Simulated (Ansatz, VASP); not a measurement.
One calculation of MgS, two programs

INCAR

```
SYSTEM = MgS
ALGO = Normal ; EDIFF = 1E-6
EDIFFG = -0.01 ; ENCUT = 600
GGA = RP ; IBRION = 2
ISIF = 3 ; ISMEAR = -1
LASPH = .TRUE. ; LCHARG = .FALSE.
LREAL = .FALSE. ; LWAVE = .FALSE.
NELM = 80 ; NSW = 80
PREC = Accurate ; SIGMA = 0.05
```

File KPOINTS:

```
k-points
0
G
  8 8 8
  0 0 0
```

Contents of POSCAR:

```
MgS
1.0
    0.0000000000      2.8331200468      2.8331200468
    2.8331200468      0.0000000000      2.8331200468
    2.8331200468      2.8331200468      0.0000000000
S Mg
1 1
Direct
    0.2500000000      0.2500000000      0.2500000000
    0.0000000000      0.0000000000      0.0000000000
```

The input input.yaml:

```yaml
crystal:
  lattice:
    - [0.0, 2.8331200468, 2.8331200468]
    - [2.8331200468, 0.0, 2.8331200468]
    - [2.8331200468, 2.8331200468, 0.0]
  atoms:
    - { symbol: S, position: [0.25, 0.25, 0.25] }
    - { symbol: Mg, position: [0.0, 0.0, 0.0] }
kpoints:
  mp_grid: { grid: [8, 8, 8] }
scf:
  occupations: { method: fermi_dirac, width: 0.05 }
hamiltonian:
  xc: rpbe
  pseudopotentials: { kind: all_electron, lapw: { basis_error: 0.001 } }
output:
  forces: true
  stress: true
relax:
  f_tol: 0.01
  max_steps: 60
  cell: {}
```

Alike in both runs: task relaxation of cell and atoms; functional RPBE; k mesh 8 × 8 × 8; occupations fermi-dirac, width 0.05 eV; no spin polarisation.

```csv
,VASP,Ansatz
version,VASP 6.6.1,Ansatz 0.2.0
potentials or method,"VASP PAW PBE potentials, release 64 (S, Mg), cutoff 600 eV","all-electron LAPW, scalar-relativistic"
```

|  | VASP | Ansatz | Ansatz less VASP |
| --- | --- | --- | --- |
| relaxed volume (Å³/atom) | 23.74 | 23.82 | +0.084 |
| relaxed cell length with the largest relative difference (Å) | 4.064 | 4.069 | +0.0048 |

VASP's potentials were made for PBE, not for RPBE. Ansatz ran all-electron here, and VASP with PAW potentials.
